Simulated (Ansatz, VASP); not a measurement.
## Two plane-wave programs on Si

```xyz
1
Lattice="2.4011 0.0000 0.0000 -1.2005 2.0794 0.0000 0.0000 0.0000 2.9378" Properties=species:S:1:pos:R:3 pbc="T T T"
Si    0.0000    0.0000    0.0000
```

Alike in both runs: task single point; functional LDA; k mesh 24 × 24 × 22; occupations gaussian, width 0.15 eV; no spin polarisation.

|  | VASP | Ansatz |
| --- | --- | --- |
| version | VASP 6.6.1 | Ansatz 0.2.0 |
| potentials or method | VASP PAW LDA potentials, release 64 (Si), cutoff 520 eV | scalar-relativistic, plane waves, PAW |
| valence electrons in the cell | 4 | 4 |

```csv
,VASP,Ansatz,Ansatz less VASP
gap on the k mesh at the Fermi level (eV),none,none,-
pressure (GPa),8.9,8.9,-0.02
"traceless stress, the component that is largest in VASP (GPa)",-26.92,-26.86,+0.057
```

LDA's correlation is that of Perdew and Zunger in VASP and of Perdew and Wang (1992) in Ansatz. A gap of «none» marks a metal or a gap that the smearing closes.
